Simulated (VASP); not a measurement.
Ca: relaxation of cell and atoms with pbe exchange, lda correlation

Crystal: Ca.

```
CELL_PARAMETERS angstrom
3.63000 0.00000 0.00000
0.00000 3.63000 0.00000
0.00000 0.00000 3.63000
ATOMIC_POSITIONS crystal
Ca 0.00000 0.00000 0.00000
```

This isn't the form of Ca at room conditions, which is fcc.

```yaml
Program: VASP 6.6.1
Task: relaxation of cell and atoms
Functional: pbe exchange, lda correlation
Potentials_or_basis: VASP PAW PBE potentials, release 64 (Ca_sv)
Cutoff: 500 eV
k_mesh: 5 × 5 × 5
Occupations: fermi-dirac, width 0.1 eV
Spin: no spin polarisation
Dipole_correction: no
Further_INCAR_settings: ALGO = Normal; EDIFF = 1e-07; IBRION = 2; EDIFFG = -0.02; NSW = 80; ISIF = 3
```

The relaxed volume is 45.86 Å³/atom and the relaxed cell is a = 3.580 Å, b = 3.580 Å, c = 3.580 Å, α = 90.00°, β = 90.00°, γ = 90.00°. The space group after relaxing (to 0.1 Å) is Pm-3m (No. 221), the energy gained by relaxing is 2.3 meV/atom and the ionic steps are 3. The pressure after relaxing is 0.0 GPa. The band gap on the k mesh is zero (bands 5 and 6 overlap by 0.17 eV).

Step by step:
```
step  energy change (eV)  largest force (eV/Å)  pressure (GPa)  volume (Å³)
   1              0.0000                0.0000           -0.35        47.83
   2             -0.0013                0.0000           -0.24        47.11
   3             -0.0023                0.0000           -0.02        45.86
```

Final structure:
```
CELL_PARAMETERS angstrom
3.57952 0.00000 0.00000
0.00000 3.57952 0.00000
0.00000 0.00000 3.57952
ATOMIC_POSITIONS crystal
Ca 0.00000 0.00000 0.00000
```

Levels at points of the mesh, in eV from the Fermi level:
```
           k point  band 1  band 2  band 3  band 4  band 5  band 6  band 7  band 8  band 9
(0.00, 0.00, 0.00)  -42.64  -23.58  -23.58  -23.58   -3.82    0.60    0.60    3.49    3.49
```

It took 12 s on 1 thread of AMD EPYC 7R13 Processor (Zen 3), with other jobs on the host, peak memory 0.12 GiB.

Caveat: the PAW data sets were made with another functional, which shifts forces and pressure a little.
